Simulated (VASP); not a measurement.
Write the native input for VASP 6.6.1 that does the following.

- Task: single point
- Functional: PBE
- Potentials or basis: VASP PAW PBE potentials, release 64 (Al, Cr_pv, C)
- Cutoff: 520 eV
- k mesh: 12 × 12 × 4
- Occupations: gaussian, width 0.1 eV
- Spin: no spin polarisation
- Dipole correction: no
- Further INCAR settings: ALGO = Normal; EDIFF = 1e-06; NBANDS = 41

The structure of AlCr2C lies in POSCAR:

```
AlCr2C
1.0
    2.8703095481      0.0000000000      0.0000000000
   -1.4351547741      2.4857609853      0.0000000000
    0.0000000000      0.0000000000     12.8127146042
Al Cr C
2 4 2
Direct
    0.6666666667      0.3333333333      0.2500000000
    0.3333333333      0.6666666667      0.7500000000
    0.3333333333      0.6666666667      0.4168342702
    0.6666666667      0.3333333333      0.9168342702
    0.6666666667      0.3333333333      0.5831657298
    0.3333333333      0.6666666667      0.0831657298
    0.0000000000      0.0000000000      0.5000000000
    0.0000000000      0.0000000000      0.0000000000
```

This cell differs from its parent crystal: volume scaled by 1.03, then relaxed in part.

These files were run (other wordings do the same):

INCAR

```
PREC = Accurate
ENCUT = 520
EDIFF = 1E-6
ISMEAR = 0
SIGMA = 0.1
LREAL = F
LASPH = T
NELM = 100
ALGO = Normal
ISIF = 2
LWAVE = F
LCHARG = F
GGA = PE
NBANDS = 41
```

KPOINTS

```
regular mesh
0
Gamma
  12 12 4
```

Potentials or basis: VASP PAW PBE potentials, release 64 (Al, Cr_pv, C).

The run is started by

```sh
$ cat potpaw_PBE.64/Al/POTCAR potpaw_PBE.64/Cr_pv/POTCAR potpaw_PBE.64/C/POTCAR > POTCAR
$ mpirun -np 1 vasp_std > vasp.out
```

It gave:

```
Pressure               : -5.1 GPa
Largest force          : 0.042 eV/Å
Band gap on the k mesh : zero (band 31 reaches 9.96 eV, above the bottom of band 32 at 9.14 eV)
```

Wall time 2 min on 1 thread of Intel(R) Xeon(R) 6975P-C (Granite Rapids) (shared host), peak memory 0.32 GiB.
